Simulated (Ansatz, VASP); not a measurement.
# BaTiO3: VASP beside Ansatz

```xyz
5
Lattice="3.9998 0.0000 0.0000 0.0000 3.9998 0.0000 0.0000 0.0000 4.0180" Properties=species:S:1:pos:R:3 pbc="T T T"
Ba    0.0000    0.0000    0.0000
Ti    1.9999    1.9999    1.9688
O     1.9999    1.9999    0.0763
O     1.9999    0.0000    2.0773
O     0.0000    1.9999    2.0773
```

Alike in both runs: task relaxation of cell and atoms; functional PBEsol; k mesh 4 × 4 × 4; no spin polarisation.

|  | VASP | Ansatz |
| --- | --- | --- |
| version | VASP 6.6.1 | Ansatz 0.2.0 |
| potentials or method | VASP PAW PBE potentials, release 64 (Ba_sv, Ti_sv, O), cutoff 600 eV | plane waves, PAW |
| occupations | gaussian, width 0.01 eV | fixed |
| valence electrons in the cell | 40 | 40 |

VASP gave:

- relaxed volume (Å³/atom): 12.82
- relaxed cell length with the largest relative difference (Å): 4.079

**Question.** What did Ansatz give for the same quantities?

**Answer.** Relaxed volume (Å³/atom): 12.69; relaxed cell length with the largest relative difference (Å): 4.061.

VASP's potentials were made for PBE, not for PBEsol.

Spin-orbit coupling is off throughout.
